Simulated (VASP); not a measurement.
# LiTiCl5 (P4/mmm) in VASP: settings compared, part 2 of 2

VASP 6.6.1.

**3. Single point, r2SCAN+rVV10**

This run uses another cell than the first one, of the same volume but with other edges.

Input file POSCAR:

```
LiTiCl5
1.0
    4.1626542877      0.0000000000      0.0000000000
    0.0000000000      4.1626542877      0.0000000000
    0.0000000000      0.0000000000      8.6874566009
Li Ti Cl
1 1 5
Direct
    0.5000000000      0.5000000000      0.0000000000
    0.0000000000      0.0000000000      0.5000000000
    0.0000000000      0.5000000000      0.3326167156
    0.0000000000      0.5000000000      0.6673832844
    0.5000000000      0.0000000000      0.3326167156
    0.5000000000      0.0000000000      0.6673832844
    0.0000000000      0.0000000000      0.0000000000
```

Input file INCAR.step1:

```
SYSTEM = LiTiCl5
  PREC = Accurate
  ENCUT = 520
  ISMEAR = -1
  SIGMA = 0.03
  LREAL = .FALSE.
  LASPH = .TRUE.
  NELM = 100
  NBANDS = 34
  GGA = PE
  ALGO = Normal
  EDIFF = 1E-4
  LWAVE = .TRUE.
  LCHARG = .FALSE.
```

Input file INCAR.step2:

```
SYSTEM = LiTiCl5
  PREC = Accurate
  ENCUT = 520
  EDIFF = 1E-7
  ISMEAR = -1
  SIGMA = 0.03
  LREAL = .FALSE.
  LASPH = .TRUE.
  NELM = 100
  ALGO = Normal
  ISIF = 2
  LWAVE = .FALSE.
  LCHARG = .TRUE.
  METAGGA = R2SCAN
  LMIXTAU = .TRUE.
  LUSE_VDW = .TRUE.
  IVDW_NL = 2
  BPARAM = 11.95
  CPARAM = 0.0093
  LELF = .TRUE.
  LVHAR = .TRUE.
  NBANDS = 34
  ISTART = 1
```

Input file KPOINTS:

```
Automatic mesh
0
G
  6 6 4
  0 0 0
```

Potentials or basis: VASP PAW PBE potentials, release 64 (Li_sv, Ti_sv, Cl).

Run with:

```
$ cat potpaw_PBE.64/Li_sv/POTCAR potpaw_PBE.64/Ti_sv/POTCAR potpaw_PBE.64/Cl/POTCAR > POTCAR
$ cp INCAR.step1 INCAR
$ mpirun -np 1 vasp_std > vasp.out
$ cp INCAR.step2 INCAR
$ mpirun -np 1 vasp_std > vasp.out
```

OUTCAR:

```text
SYSTEM = LiTiCl5
   PREC = Accurate
   ENCUT = 520
   EDIFF = 1E-7
   ISMEAR = -1
   LREAL = .FALSE.
   LASPH = .TRUE.
   NELM = 100
   ISIF = 2
   METAGGA = R2SCAN
   IVDW_NL = 2
   BPARAM = 11.95
   ISTART = 1

 ion  position               nearest neighbor table
   1  0.500  0.500  0.000-
   2  0.000  0.000  0.500-   3 2.54   4 2.54   5 2.54   6 2.54   3 2.54   4 2.54   5 2.54   6 2.54

   3  0.000  0.500  0.333-   2 2.54   2 2.54
   4  0.000  0.500  0.667-   2 2.54   2 2.54
   5  0.500  0.000  0.333-   2 2.54   2 2.54
   6  0.500  0.000  0.667-   2 2.54   2 2.54
   7  0.000  0.000  0.000-

  LATTYP: Found a simple tetragonal cell.
 ALAT       =     4.1626542877
 C/A-ratio  =     2.0869993039

  Lattice vectors:

 A1 = (   4.1626542877,   0.0000000000,   0.0000000000)
 A2 = (   0.0000000000,   4.1626542877,   0.0000000000)
 A3 = (   0.0000000000,   0.0000000000,   8.6874566009)

Analysis of symmetry for initial positions (statically):
[... 185 lines left out ...]
 E-fermi :   2.2671     XC(G=0):  -9.3726

 val. band max:        1.9968752400   @ k =   0.5000   0.5000   0.5000
 cond. band min:       2.2732677110   @ k =   0.5000   0.0000   0.0000
 fundamental gap:      0.2763924710
 Fermi energy:         2.2671129203

 k-point     1 :       0.0000    0.0000    0.0000
  band No.  band energies     occupation
      1     -59.0562      2.00000
      2     -44.9359      2.00000
      3     -34.1955      2.00000
      4     -34.1504      2.00000
      5     -34.1504      2.00000
      6     -14.7398      2.00000
[... 877 lines left out ...]
     33      10.0829      0.00000
     34      10.6193      0.00000

 [... further k-points ...]

------------------------ aborting loop because EDIFF is reached ----------------------------------------

  FORCE on cell =-STRESS in cart. coord.  units (eV):
  Direction    XX          YY          ZZ          XY          YZ          ZX
  --------------------------------------------------------------------------------------
  -------------------------------------------------------------------------------------
  Total       -0.1124361     -0.1124361     -0.0776208      0.0000000     -0.0000000      0.0000000
  in kB       -1.1966934     -1.1966934     -0.8261433      0.0000000     -0.0000000      0.0000000
  external PRESSURE =      -1.0731767 kB  Pullay stress =       0.0000000 kB

 VOLUME and BASIS-vectors are now :
 -----------------------------------------------------------------------------
  energy-cutoff  :      520.00
  volume of cell :      150.53
      direct lattice vectors                 reciprocal lattice vectors
     4.162654288  0.000000000  0.000000000     0.240231336  0.000000000  0.000000000
     0.000000000  4.162654288  0.000000000     0.000000000  0.240231336  0.000000000
     0.000000000  0.000000000  8.687456601     0.000000000  0.000000000  0.115108489

 POSITION                                       TOTAL-FORCE (eV/Angst)
 -----------------------------------------------------------------------------------
      2.08133      2.08133      0.00000         0.000000     -0.000000      0.000000
      0.00000      0.00000      4.34373         0.000000     -0.000000      0.000000
      0.00000      2.08133      2.88959        -0.000000     -0.000000     -0.007544
      0.00000      2.08133      5.79786         0.000000      0.000000      0.007544
      2.08133      0.00000      2.88959         0.000000      0.000000     -0.007544
      2.08133      0.00000      5.79786        -0.000000      0.000000      0.007544
      0.00000      0.00000      0.00000         0.000000     -0.000000      0.000000
 -----------------------------------------------------------------------------------
    total drift:                                0.000000     -0.000000      0.000000

  FREE ENERGIE OF THE ION-ELECTRON SYSTEM (eV)
  ---------------------------------------------------
  free  energy   TOTEN  =       -53.7286040274 eV

  energy  without entropy=      -53.7245643870  energy(sigma->0) =      -53.72658421
```

OUTCAR.step1:

```text
SYSTEM = LiTiCl5
   PREC = Accurate
   ENCUT = 520
   ISMEAR = -1
   LREAL = .FALSE.
   LASPH = .TRUE.
[... 1130 lines left out ...]
      2.08133      0.00000      2.88959        -0.000000      0.000000     -0.057856
      2.08133      0.00000      5.79786        -0.000000      0.000000      0.057856
      0.00000      0.00000      0.00000        -0.000000     -0.000000      0.000000
 -----------------------------------------------------------------------------------
    total drift:                                0.000000     -0.000000      0.000000

  FREE ENERGIE OF THE ION-ELECTRON SYSTEM (eV)
  ---------------------------------------------------
  free  energy   TOTEN  =       -26.7254072585 eV

  energy  without entropy=      -26.7204844948  energy(sigma->0) =      -26.72294588
```

OSZICAR.step1:

```text
N       E                     dE             d eps       ncg     rms          rms(c)
DAV:   1     0.485449499160E+03    0.48545E+03   -0.22536E+04  2048   0.141E+03
DAV:   2     0.250536157350E+02   -0.46040E+03   -0.43824E+03  2526   0.358E+02
DAV:   3    -0.297632655656E+02   -0.54817E+02   -0.54360E+02  2858   0.117E+02
DAV:   4    -0.331082477654E+02   -0.33450E+01   -0.33267E+01  3200   0.277E+01
DAV:   5    -0.334017096431E+02   -0.29346E+00   -0.29327E+00  2936   0.533E+00    0.154E+01
DAV:   6    -0.288185604607E+02    0.45831E+01   -0.22955E+01  2766   0.340E+01    0.210E+01
DAV:   7    -0.288606262598E+02   -0.42066E-01   -0.34041E+01  2526   0.395E+01    0.927E+00
DAV:   8    -0.268650073751E+02    0.19956E+01   -0.16390E+00  2270   0.123E+01    0.380E+00
DAV:   9    -0.267831053411E+02    0.81902E-01   -0.82274E-01  3284   0.562E+00    0.344E+00
DAV:  10    -0.268683951521E+02   -0.85290E-01   -0.60488E-01  2864   0.713E+00    0.262E+00
DAV:  11    -0.267328052433E+02    0.13559E+00   -0.85362E-02  2584   0.299E+00    0.799E-01
DAV:  12    -0.267297211830E+02    0.30841E-02   -0.88541E-03  2912   0.518E-01    0.521E-01
DAV:  13    -0.267265485461E+02    0.31726E-02   -0.18382E-03  3292   0.328E-01    0.273E-01
DAV:  14    -0.267253691140E+02    0.11794E-02   -0.13846E-03  2864   0.323E-01    0.552E-02
DAV:  15    -0.267254072585E+02   -0.38144E-04   -0.19458E-04  2134   0.993E-02
   1 F= -.26725407E+02 E0= -.26722946E+02  d E =-.492276E-02
```

Wall time 4.6 min (1 thread of Intel Xeon 6975P-C (Granite Rapids), shared host); peak memory 0.62 GiB.

What came out:

```
Free energy            : -53.7286 eV
Largest force          : 0.008 eV/Å
Band gap on the k mesh : zero (bands 25 and 26 overlap by 0.06 eV)
```

Forces in eV/Å, atoms in the order of the input:
```
Li   0.000  0.000  0.000
Ti   0.000  0.000  0.000
Cl   0.000  0.000 -0.008
Cl   0.000  0.000  0.008
Cl   0.000  0.000 -0.008
Cl   0.000  0.000  0.008
Cl   0.000  0.000  0.000
```

Caveat: the cutoff is under 1.25 times the usual one of these potentials, so pressure, stress and relaxed cells hold a basis-set (Pulay) error; the PAW data sets were made with another functional, which shifts forces and pressure a little; semilocal functionals often make such compounds metallic where correlation or magnetic order opens a gap, which also shifts bond lengths.

**4. Relaxation of cell and atoms, PBEsol**

This run uses another cell than the first one, of 24.71 Å³/atom.

Input file INCAR:

```
PREC = Accurate
ENCUT = 600
EDIFF = 1E-7
ISMEAR = -1
SIGMA = 0.03
LREAL = False
LASPH = True
NELM = 80
ALGO = Normal
ISIF = 3
LWAVE = False
LCHARG = False
GGA = PS
IBRION = 2
NSW = 100
EDIFFG = -0.01
```

Input file KPOINTS:

```
Automatic mesh
0
Gamma
  4 4 4
```

Input file POSCAR:

```
LiTiCl5
1.0
    4.6054722300      0.0000000000      0.0000000000
    0.0000000000      4.6054722300      0.0000000000
    0.0000000000      0.0000000000      8.1536299400
Li Ti Cl
1 1 5
Direct
    0.5000000000      0.5000000000      0.0000000000
    0.0000000000      0.0000000000      0.5000000000
    0.0000000000      0.5000000000      0.2963546500
    0.0000000000      0.5000000000      0.7036453500
    0.5000000000      0.0000000000      0.2963546500
    0.5000000000      0.0000000000      0.7036453500
    0.0000000000      0.0000000000      0.0000000000
```

Run with:

```
$ cat potpaw_PBE.64/Li_sv/POTCAR potpaw_PBE.64/Ti_sv/POTCAR potpaw_PBE.64/Cl/POTCAR > POTCAR
$ mpirun -np 1 vasp_std > vasp.out
```

It took 13 min on 1 thread of Intel Xeon 6975P-C (Granite Rapids), shared host; peak memory 0.41 GiB.

Results (log left out):

* Free energy: -28.4411 eV
* Relaxed volume: 21.53 Å³/atom
* Relaxed cell: a = 4.119 Å, b = 4.119 Å, c = 8.883 Å, α = 90.00°, β = 90.00°, γ = 90.00°
* Space group after relaxing (to 0.1 Å): P4/mmm (No. 123)
* Energy gained by relaxing: 286.3 meV/atom
* Ionic steps: 12
* Pressure after relaxing: 0.0 GPa
* Largest force after relaxing: 0.003 eV/Å
* Band gap on the k mesh: zero (bands 25 and 26 overlap by 0.18 eV)

Forces in eV/Å, atoms in the order of the input:
```
Li   0.000  0.000  0.000
Ti   0.000  0.000  0.000
Cl   0.000  0.000 -0.003
Cl   0.000  0.000  0.003
Cl   0.000  0.000 -0.003
Cl   0.000  0.000  0.003
Cl   0.000  0.000  0.000
```

The path:
```
step  energy change (eV)  largest force (eV/Å)  pressure (GPa)  volume (Å³)
   1              0.0000                1.3964           -9.00       172.94
   2             -1.6184                0.6428           -2.49       140.48
   3             -1.6885                0.3261            0.39       134.09
   4             -1.6875                0.2857            0.76       133.38
   5             -1.7303                0.2241            0.86       133.90
   6             -1.8365                0.0173            1.36       135.32
   7             -1.8934                0.4739            3.57       137.69
   8             -1.9151                0.4199            3.21       138.87
   9             -1.9629                0.2673            2.24       142.40
  10             -1.9960                0.0054            0.71       149.47
  11             -1.9997                0.0042            0.52       149.79
  12             -2.0043                0.0035           -0.01       150.72
```

Final structure:
```
Li Ti Cl
1.0
     4.11916    0.00000    0.00000
     0.00000    4.11916    0.00000
     0.00000    0.00000    8.88301
Li Ti Cl
1 1 5
Direct
  0.50000 0.50000 0.00000
  0.00000 0.00000 0.50000
  0.00000 0.50000 0.33674
  0.00000 0.50000 0.66326
  0.50000 0.00000 0.33674
  0.50000 0.00000 0.66326
  0.00000 0.00000 0.00000
```

Levels at points of the mesh, in eV from the Fermi level:
```tsv
k point	band 21	band 22	band 23	band 24	band 25	band 26	band 27	band 28	band 29	band 30
(0.00, 0.00, 0.00)	-1.02	-1.02	-0.95	-0.95	-0.53	0.01	0.04	2.11	2.23	2.23
(0.50, 0.00, 0.00)	-2.37	-2.12	-1.75	-0.79	-0.45	0.01	0.78	1.46	1.84	2.19
(0.50, 0.50, 0.00)	-1.68	-0.79	-0.56	-0.04	0.16	0.28	0.52	1.36	1.36	2.29
(0.00, 0.00, 0.50)	-1.01	-1.01	-0.98	-0.94	-0.94	0.01	0.08	2.12	2.25	2.25
(0.50, 0.00, 0.50)	-2.37	-1.83	-1.47	-0.90	-0.80	0.03	0.78	1.51	1.98	2.21
(0.50, 0.50, 0.50)	-1.47	-0.87	-0.56	-0.04	0.19	0.28	0.52	1.41	1.41	2.29
```

Caveat: the cutoff is under 1.25 times the usual one of these potentials, so pressure, stress and relaxed cells hold a basis-set (Pulay) error; the PAW data sets were made with another functional, which shifts forces and pressure a little; semilocal functionals often make such compounds metallic where correlation or magnetic order opens a gap, which also shifts bond lengths.

**5. Overview**

| task | level | cell | k mesh | cutoff (eV) | gap on the mesh (eV) | largest force (eV/Å) |
| --- | --- | --- | --- | --- | --- | --- |
| single point | PBEsol | a = 4.119, b = 4.119, c = 8.871 Å, 7 atoms, atomic positions A | 4 × 4 × 4 | 520 | none | 0.01 |
| single point | r2SCAN+rVV10 | a = 4.163, b = 4.163, c = 8.687 Å, 7 atoms, atomic positions B | 6 × 6 × 4 | 520 | none | 0.01 |
| relaxation of cell and atoms | PBEsol | relaxed from a = 4.605, b = 4.605, c = 8.154 Å, 7 atoms, atomic positions C | 4 × 4 × 4 | 600 | none | - |

Alike in all rows: potentials or basis VASP PAW PBE potentials, release 64 (Li_sv, Ti_sv, Cl); no spin polarisation; smearing fermi-dirac 0.03 eV.

Caveats: some runs use coarse meshes; the cutoff is under 1.25 times the usual one of these potentials, so pressure, stress and relaxed cells hold a basis-set (Pulay) error; the PAW data sets were made with another functional, which shifts forces and pressure a little; semilocal functionals often make such compounds metallic where correlation or magnetic order opens a gap, which also shifts bond lengths.

Absolute energies hang on the potentials; compare differences alone.
